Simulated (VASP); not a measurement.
# Cu5H in VASP: a series of runs

The runs below take Cu5H through single point, with PBEsol.

Program: VASP 6.6.1. These are calculated values, not measurements. Logs are shortened: lines on timing, memory, paths and dates and some standing lists are left out, and cuts for length are marked.

## Step 1: The cell of the first run

The cell holds a slab with vacuum, 6 atoms: a = 2.520 Å, b = 2.520 Å, c = 26.127 Å, α = 90.00°, β = 90.00°, γ = 90.00°.

## Step 2: Single point, PBEsol

Input file INCAR:

```
SYSTEM = Cu5H
PREC = Accurate
ENCUT = 520
EDIFF = 1E-6
ISMEAR = 0
SIGMA = 0.1
LREAL = .False.
LASPH = .True.
NELM = 120
ALGO = Normal
ISIF = 2
LWAVE = .False.
LCHARG = .False.
LDIPOL = .True.
IDIPOL = 3
DIPOL = 0.5 0.5 0.494
GGA = PS
NBANDS = 37
GGA_COMPAT = .False.
NELMDL = -8
```

Input file KPOINTS:

```
Automatic mesh
0
Gamma
  11 11 1
  0 0 0
```

Input file POSCAR:

```
Cu5H
1.0
    2.5196845175      0.0000000000      0.0000000000
    0.0000000000      2.5196845175      0.0000000000
    0.0000000000      0.0000000000     26.1267440352
Cu H
5 1
Direct
    0.5000000000      0.5000000000      0.3253371330
    0.0000000000      0.0000000000      0.3935310881
    0.5000000000      0.5000000000      0.4616408521
    0.0000000000      0.0000000000      0.5300673442
    0.5000000000      0.5000000000      0.5992478414
    0.5000000000      0.5000000000      0.6567526701
```

Potentials or basis: VASP PAW PBE potentials, release 64 (Cu, H).

Command:

```console
> cat potpaw_PBE.64/Cu/POTCAR potpaw_PBE.64/H/POTCAR > POTCAR
> mpirun -np 1 vasp_std > vasp.out
```

OUTCAR:

```text
SYSTEM = Cu5H
   PREC = Accurate
   ENCUT = 520
   EDIFF = 1E-6
   ISMEAR = 0
   LREAL = .False.
   LASPH = .True.
   NELM = 120
   ISIF = 2
   GGA = PS
   NELMDL = -8

 ion  position               nearest neighbor table
   1  0.500  0.500  0.325-   2 2.52   2 2.52   2 2.52   2 2.52
   2  0.000  0.000  0.394-   3 2.52   3 2.52   3 2.52   3 2.52   1 2.52   1 2.52   1 2.52   1 2.52

   3  0.500  0.500  0.462-   2 2.52   2 2.52   2 2.52   2 2.52   4 2.52   4 2.52   4 2.52   4 2.52

   4  0.000  0.000  0.530-   3 2.52   3 2.52   3 2.52   3 2.52   5 2.54   5 2.54   5 2.54   5 2.54

   5  0.500  0.500  0.599-   6 1.50   4 2.54   4 2.54   4 2.54   4 2.54
   6  0.500  0.500  0.657-   5 1.50

  LATTYP: Found a simple tetragonal cell.
 ALAT       =     2.5196845175
 C/A-ratio  =    10.3690536866

  Lattice vectors:

 A1 = (   2.5196845175,   0.0000000000,   0.0000000000)
 A2 = (   0.0000000000,   2.5196845175,   0.0000000000)
 A3 = (   0.0000000000,   0.0000000000,  26.1267440352)

Analysis of symmetry for initial positions (statically):
=====================================================================
 Subroutine PRICEL returns:
 Original cell was already a primitive cell.

 Routine SETGRP: Setting up the symmetry group for a
 simple tetragonal supercell.

 Subroutine GETGRP returns: Found  8 space group operations
 (whereof  8 operations were pure point group operations)
 out of a pool of 16 trial point group operations.

The static configuration has the point symmetry C_4v.

Analysis of symmetry for dynamics (positions and initial velocities):
=====================================================================
 Subroutine PRICEL returns:
 Original cell was already a primitive cell.

 Routine SETGRP: Setting up the symmetry group for a
 simple tetragonal supercell.

 Subroutine GETGRP returns: Found  8 space group operations
 (whereof  8 operations were pure point group operations)
 out of a pool of 16 trial point group operations.

The dynamic configuration has the point symmetry C_4v.

 Subroutine INISYM returns: Found  8 space group operations
 (whereof  8 operations are pure point group operations),
 and found     1 'primitive' translations

----------------------------------------------------------------------------------------

                                     Primitive cell
[... 102 lines left out ...]
   ISYM   =      2    0-nonsym 1-usesym 2-fastsym
   POTIM  = 0.5000    time-step for ionic-motion
   TEBEG  =    0.0;   TEEND  =   0.0 temperature during run
   PSTRESS=    0.0 pullay stress
   NELECT =      56.0000    total number of electrons
   NUPDOWN=      -1.0000    fix difference up-down
   EMIN   =  10.00;   EMAX   =-10.00  energy-range for DOS
   EFERMI =   0.00;   METHOD = LEGACY
   ISMEAR =     0;   SIGMA  =   0.10  broadening in eV -4-tet -1-fermi 0-gaus
   EFERMI_NEDOS =   21; number of points for ismear=-14 and -15
   IALGO  =     38    algorithm
   IMIX   =      4    mixing-type and parameters
     AMIX     =   0.40;   BMIX     =  1.00
     AMIX_MAG =   1.60;   BMIX_MAG =  1.00
  volume/ion in A,a.u.               =      27.65       186.56
  Fermi-wavevector in a.u.,A,eV,Ry     =   1.139930  2.154156 17.679969  1.299441
  Thomas-Fermi vector in A             =   2.276633
   LORBIT       =      0    0 simple, 1 ext, 2 COOP (PROOUT), +10 PAW based schemes
   GGA     = PS    functional components
   LHFCALC =     F    Hartree Fock is set to
   AEXX    =    0.0000 exact exchange contribution
   IVDW    =     0    specifies the selected vdW correction
   LEPSILON=     F    determine dielectric tensor
   LRPA    =     F    only Hartree local field effects (RPA)
 non-spin polarized calculation
 Gauss-broadening in eV      SIGMA  =   0.10
  energy-cutoff  :      520.00
  volume of cell :      165.87
 maximum number of plane-waves:      4533
 NGX is ok and might be reduce to    20
   NGX =  9   NGY =  9   NGZ = 97

 dipolmoment           0.000000      0.000000     -0.000205 electrons x Angstroem

 number of electron      56.0000005 magnetization

 dipolmoment           0.000000      0.000000      0.036232 electrons x Angstroem

 Free energy of the ion-electron system (eV)
  ---------------------------------------------------
  ext. energy  EPLUGINS =         0.00000000
  ---------------------------------------------------
  free energy    TOTEN  =       -22.83994512 eV

  energy without entropy =      -22.83177575  energy(sigma->0) =      -22.83586044

 E-fermi :  -0.6142     XC(G=0):  -5.4509

 val. band max:       -0.6151494553   @ k =   0.3636   0.3636   0.0000
 cond. band min:      -0.5847321864   @ k =   0.3636   0.2727   0.0000
 fundamental gap:      0.0304172690
 Fermi energy:        -0.6141834397

 k-point     1 :       0.0000    0.0000    0.0000
  band No.  band energies     occupation
      1      -9.9246      2.00000
      2      -8.7875      2.00000
      3      -7.2558      2.00000
      4      -5.9571      2.00000
      5      -5.6349      2.00000
      6      -5.3224      2.00000
[... 829 lines left out ...]
     36       7.8120      0.00000
     37       8.1064      0.00000

------------------------ aborting loop because EDIFF is reached ----------------------------------------

 vacuum level on the upper side and lower side of the slab       (xc-potential included)         0.373        -0.620

  FORCE on cell =-STRESS in cart. coord.  units (eV):
  Direction    XX          YY          ZZ          XY          YZ          ZX
  --------------------------------------------------------------------------------------
  -------------------------------------------------------------------------------------
  Total       -1.7403579     -1.7403579     -0.1107394      0.0000000     -0.0000000      0.0000000
  in kB      -16.8101472    -16.8101472     -1.0696342      0.0000000     -0.0000000      0.0000000
  external PRESSURE =     -11.5633095 kB  Pullay stress =       0.0000000 kB

 VOLUME and BASIS-vectors are now :
 -----------------------------------------------------------------------------
  energy-cutoff  :      520.00
  volume of cell :      165.87
      direct lattice vectors                 reciprocal lattice vectors
     2.519684517  0.000000000  0.000000000     0.396875082  0.000000000  0.000000000
     0.000000000  2.519684517  0.000000000     0.000000000  0.396875082  0.000000000
     0.000000000  0.000000000 26.126744035     0.000000000  0.000000000  0.038274957

 POSITION                                       TOTAL-FORCE (eV/Angst)
 -----------------------------------------------------------------------------------
      1.25984      1.25984      8.50000        -0.000000      0.000000      0.163401
      0.00000      0.00000     10.28169         0.000000      0.000000     -0.200481
      1.25984      1.25984     12.06117         0.000000      0.000000      0.002663
      0.00000      0.00000     13.84893         0.000000      0.000000      0.003750
      1.25984      1.25984     15.65639         0.000000     -0.000000      0.000008
      1.25984      1.25984     17.15881         0.000000      0.000000      0.030660
 -----------------------------------------------------------------------------------
    total drift:                               -0.000000      0.000000      0.001625

  FREE ENERGIE OF THE ION-ELECTRON SYSTEM (eV)
  ---------------------------------------------------
  free  energy   TOTEN  =       -22.8399451226 eV

  energy  without entropy=      -22.8317757530  energy(sigma->0) =      -22.83586044

 vacuum level on the upper side and lower side of the slab         4.982         3.967
```

stdout:

```text
POSCAR found type information on POSCAR CuH
 POSCAR found :  2 types and       6 ions
 scaLAPACK will be used
 -----------------------------------------------------------------------------
|                                                                             |
|                                                                             |
|     You enforced a specific xc type in the INCAR file but a different       |
|     I HOPE YOU KNOW WHAT YOU ARE DOING!                                     |
|                                                                             |
 -----------------------------------------------------------------------------

 LDA part: xc-table for (Slater+PW92), standard interpolation
 POSCAR, INCAR and KPOINTS ok, starting setup
 FFT: planning ... GRIDC
 FFT: planning ... GRID_SOFT
 FFT: planning ... GRID
 WAVECAR not read
 entering main loop
```

Wall time 2.4 min (1 thread of Intel Xeon 6975P-C (Granite Rapids), shared host); peak memory 0.3 GiB.

Results:

```
Free energy            : -22.8399 eV
Largest force          : 0.200 eV/Å
Band gap on the k mesh : zero (band 28 reaches 1.81 eV, above the bottom of band 29 at -2.12 eV)
```

Forces in eV/Å, atoms in the order of the input:
```
Cu   0.000  0.000  0.163
Cu   0.000  0.000 -0.200
Cu   0.000  0.000  0.003
Cu   0.000  0.000  0.004
Cu   0.000  0.000  0.000
H    0.000  0.000  0.031
```

Caveat: the PAW data sets were made with another functional, which shifts forces and pressure a little.

## Step 3: Single point, PBEsol

Edit INCAR of step 2 so:

```diff
@@ -15,3 +15,3 @@
 IDIPOL = 3
-DIPOL = 0.5 0.5 0.494
+DIPOL = 0.5 0.5 0.489
 GGA = PS
```

KPOINTS is that of step 2.

Input file POSCAR:

```
Cu5H
1.0
    2.5196845175      0.0000000000      0.0000000000
    0.0000000000      2.5196845175      0.0000000000
    0.0000000000      0.0000000000     26.1267440352
Cu H
5 1
Direct
    0.5000000000      0.5000000000      0.3253371330
    0.0000000000      0.0000000000      0.3935310881
    0.5000000000      0.5000000000      0.4616707794
    0.0000000000      0.0000000000      0.5293931593
    0.5000000000      0.5000000000      0.6016993519
    0.0000000000      0.0000000000      0.6201400994
```

Potentials or basis: VASP PAW PBE potentials, release 64 (Cu, H).

Command:

```console
> cat potpaw_PBE.64/Cu/POTCAR potpaw_PBE.64/H/POTCAR > POTCAR
> mpirun -np 1 vasp_std > vasp.out
```

Run time: 2.2 min. Hardware: 1 thread of Intel Xeon 6975P-C (Granite Rapids), shared host; peak memory 0.31 GiB.

Results (log left out):

* Free energy: -23.6185 eV
* Largest force: 0.229 eV/Å
* Band gap on the k mesh: zero (band 28 reaches 2.07 eV, above the bottom of band 29 at -1.61 eV)

Forces in eV/Å, atoms in the order of the input:
```
Cu   0.000  0.000  0.190
Cu   0.000  0.000 -0.229
Cu   0.000  0.000  0.003
Cu   0.000  0.000  0.008
Cu   0.000  0.000  0.036
H    0.000  0.000 -0.010
```

Levels at points of the mesh, in eV from the Fermi level:
| k point | band 24 | band 25 | band 26 | band 27 | band 28 | band 29 | band 30 | band 31 | band 32 | band 33 |
| --- | --- | --- | --- | --- | --- | --- | --- | --- | --- | --- |
| (0.00, 0.00, 0.00) | -1.98 | -1.98 | -1.85 | -1.61 | -1.61 | -1.55 | -1.17 | 0.72 | 3.96 | 4.51 |

Caveat: the PAW data sets were made with another functional, which shifts forces and pressure a little.
